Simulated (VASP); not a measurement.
Wanted: the native input for a VASP 6.6.1 run.

```
Task                   : single point
Functional             : PBE
Potentials or basis    : VASP PAW PBE potentials, release 64 (Tb_3, Ge_d, O), 4f in core
Cutoff                 : 600 eV
k mesh                 : 4 × 4 × 2
Occupations            : gaussian, width 0.15 eV
Spin                   : no spin polarisation
Dipole correction      : no
Mended                 : yes
Further INCAR settings : ALGO = Normal; EDIFF = 1e-06; NBANDS = 27
```

The structure of Tb2GeO lies in POSCAR:

```
Tb2GeO
1.0
    3.6350715458      0.0000000000      0.0000000000
    0.0000000000      3.6350715458      0.0000000000
    0.0000000000      0.0000000000      7.7144275615
Tb Ge O
2 1 1
Direct
    0.5000000000      0.5000000000      0.2682826470
    0.5000000000      0.5000000000      0.7317173530
    0.0000000000      0.0000000000      0.0000000000
    0.5000000000      0.5000000000      0.0000000000
```

The cell was built from a structure type or drawn by symmetry, and may not be a known phase.

The input as run:

INCAR

```
SYSTEM = Tb2GeO
  ALGO = Normal
  EDIFF = 1E-6
  ENCUT = 600
  GGA = PE
  GGA_COMPAT = .False.
  ISIF = 2
  ISMEAR = 0
  LASPH = .True.
  LCHARG = .True.
  LELF = .True.
  LMAXMIX = 6
  LREAL = .False.
  LVHAR = .True.
  LWAVE = .False.
  NBANDS = 27
  NELM = 200
  PREC = Accurate
  SIGMA = 0.15
```

KPOINTS

```
k-points
0
Gamma
  4 4 2
  0 0 0
```

Potentials or basis: VASP PAW PBE potentials, release 64 (Tb_3, Ge_d, O), 4f in core.

The run is started by

```bash
$ cat potpaw_PBE.64/Tb_3/POTCAR potpaw_PBE.64/Ge_d/POTCAR potpaw_PBE.64/O/POTCAR > POTCAR
$ mpirun -np 1 vasp_std > vasp.out
```

Results of the run:

| Property | Result |
| --- | --- |
| Pressure | 0.8 GPa |
| Largest force | 0.219 eV/Å |
| Band gap on the k mesh | zero (bands 19 and 20 overlap by 1.69 eV) |

Caveat: the k points lie up to 0.43 Å⁻¹ apart, too coarse for converged energies and pressures of a metal; spin-orbit coupling is left out, which moves the levels of the heavy elements; the 4f electrons are frozen in the core, so they carry no moment and show no levels; the run has no spin polarisation, though such a crystal can be magnetic.

Run time: 19 s on 1 thread of Intel(R) Xeon(R) 6975P-C (Granite Rapids) (shared host), peak memory 0.24 GiB.
